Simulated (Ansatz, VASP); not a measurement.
# TaN: VASP beside Ansatz

The input INCAR:

```
SYSTEM = TaN
  ALGO = Normal
  EDIFF = 1E-6
  ENCUT = 520
  GGA = CA
  ISIF = 2
  ISMEAR = 0
  ISPIN = 2
  LASPH = .True.
  LCHARG = .False.
  LDAU = .True.
  LDAUJ = 0 0
  LDAUL = 2 -1
  LDAUPRINT = 1
  LDAUTYPE = 2
  LDAUU = 3 0
  LMAXMIX = 4
  LORBIT = 11
  LREAL = .False.
  LWAVE = .False.
  MAGMOM = 0 0 0 0 0 0
  NBANDS = 37
  NELM = 150
  PREC = Accurate
  SIGMA = 0.05
```

Contents of KPOINTS:

```
k-points
0
Gamma
  4 4 6
  0 0 0
```

Contents of POSCAR:

```
TaN
1.0
    5.1960001500      0.0000000000      0.0000000000
   -2.5980000800      4.4998681300      0.0000000000
    0.0000000000      0.0000000000      2.9109996000
Ta N
3 3
Direct
    0.3333333333      0.6666666667      0.5000000000
    0.6666666667      0.3333333333      0.5000000000
    0.0000000000      0.0000000000      0.0000000000
    0.3928500000      0.0000000000      0.0000000000
    0.6071500000      0.6071500000      0.0000000000
    0.0000000000      0.3928500000      0.0000000000
```

Input for Ansatz:

```yaml
crystal:
  lattice:
    - [5.19600015, 0.0, 0.0]
    - [-2.59800008, 4.49986813, 0.0]
    - [0.0, 0.0, 2.9109996]
  atoms:
    - { symbol: Ta, position: [0.3333333333, 0.6666666667, 0.5], spin: 2.0 }
    - { symbol: Ta, position: [0.6666666667, 0.3333333333, 0.5], spin: 2.0 }
    - { symbol: Ta, position: [0.0, 0.0, 0.0], spin: 2.0 }
    - { symbol: "N", position: [0.39285, 0.0, 0.0] }
    - { symbol: "N", position: [0.60715, 0.60715, 0.0] }
    - { symbol: "N", position: [0.0, 0.39285, 0.0] }
basis:
  ecutwfc: 420
  ecutrho_ratio: 4
kpoints:
  mp_grid: { grid: [4, 4, 6] }
hamiltonian:
  xc: lda
  hubbard:
    sites:
      - { site: 0, l: d, u_eff: 3.0, starting_ns: [{ spin: up, occupation_matrix: s0up }, { spin: down, occupation_matrix: s0down }] }
      - { site: 1, l: d, u_eff: 3.0, starting_ns: [{ spin: up, occupation_matrix: s1up }, { spin: down, occupation_matrix: s1down }] }
      - { site: 2, l: d, u_eff: 3.0, starting_ns: [{ spin: up, occupation_matrix: s2up }, { spin: down, occupation_matrix: s2down }] }
    occupation_matrices:
      s0up:
        matrix:
          - [0.97, 0.0, 0.0, 0.0, 0.0]
          - [0.0, 0.02, 0.0, 0.0, 0.0]
          - [0.0, 0.0, 0.02, 0.0, 0.0]
          - [0.0, 0.0, 0.0, 0.02, 0.0]
          - [0.0, 0.0, 0.0, 0.0, 0.97]
      s0down:
        matrix:
          - [0.02, 0.0, 0.0, 0.0, 0.0]
          - [0.0, 0.02, 0.0, 0.0, 0.0]
          - [0.0, 0.0, 0.02, 0.0, 0.0]
          - [0.0, 0.0, 0.0, 0.02, 0.0]
          - [0.0, 0.0, 0.0, 0.0, 0.02]
      s1up:
        matrix:
          - [0.97, 0.0, 0.0, 0.0, 0.0]
          - [0.0, 0.02, 0.0, 0.0, 0.0]
          - [0.0, 0.0, 0.02, 0.0, 0.0]
          - [0.0, 0.0, 0.0, 0.02, 0.0]
          - [0.0, 0.0, 0.0, 0.0, 0.97]
      s1down:
        matrix:
          - [0.02, 0.0, 0.0, 0.0, 0.0]
          - [0.0, 0.02, 0.0, 0.0, 0.0]
          - [0.0, 0.0, 0.02, 0.0, 0.0]
          - [0.0, 0.0, 0.0, 0.02, 0.0]
          - [0.0, 0.0, 0.0, 0.0, 0.02]
      s2up:
        matrix:
          - [0.97, 0.0, 0.0, 0.0, 0.0]
          - [0.0, 0.02, 0.0, 0.0, 0.0]
          - [0.0, 0.0, 0.97, 0.0, 0.0]
          - [0.0, 0.0, 0.0, 0.02, 0.0]
          - [0.0, 0.0, 0.0, 0.0, 0.02]
      s2down:
        matrix:
          - [0.02, 0.0, 0.0, 0.0, 0.0]
          - [0.0, 0.02, 0.0, 0.0, 0.0]
          - [0.0, 0.0, 0.02, 0.0, 0.0]
          - [0.0, 0.0, 0.0, 0.02, 0.0]
          - [0.0, 0.0, 0.0, 0.0, 0.02]
    ns_hold: { iters: 10 }
scf:
  occupations: { method: gaussian, width: 0.05 }
  lower_state_search: "off"
  max_iter: 150
output:
  forces: true
  stress: true
  eigenvalues: true
  populations: true
  hubbard: { sites: [{ site: 0, l: d }, { site: 1, l: d }, { site: 2, l: d }] }
  write_density: true
  write_potential: true
  elf: true
  volumetric_format: npy
magnetization:
  spin_polarized: true
```

Alike in both runs: task single point; functional LDA; k mesh 4 × 4 × 6; occupations gaussian, width 0.05 eV; collinear spin; Hubbard terms Ta d U = 3.0 eV.

|  | VASP | Ansatz |
| --- | --- | --- |
| version | VASP 6.6.1 | Ansatz 0.2.0 |
| potentials or method | VASP PAW LDA potentials, release 64 (Ta_pv, N), cutoff 520 eV | scalar-relativistic, plane waves, PAW |
| valence electrons in the cell | 48 | 54 |

|  | VASP | Ansatz | Ansatz less VASP |
| --- | --- | --- | --- |
| gap on the k mesh at the Fermi level (eV) | none | none | - |
| pressure (GPa) | 0.7 | -7.3 | -8.01 |
| traceless stress, the component that is largest in VASP (GPa) | -0.09 | -0.91 | -0.821 |
| rms of the force components (eV/Å) | 0.062 | 0.021 | -0.0410 |
| net moment per atom (μB) | 0.00 | 0.00 | 0.000 |

LDA's correlation is that of Perdew and Zunger in VASP and of Perdew and Wang (1992) in Ansatz. The programs project onto different local orbitals, so the same U acts differently, and such runs can settle in different states. Atom by atom the forces differ by 0.083 eV/Å (rms over components). A gap of «none» marks a metal or a gap that the smearing closes. VASP's potentials hold 48 valence electrons a cell and Ansatz's 54, so a difference there can come from the potentials and not from the codes. Ansatz's warnings: filled band counts differ across k points, seeded moment not kept, specified occupation not kept, symmetry narrowed by occupation matrices.

Neither program's run includes spin-orbit coupling.
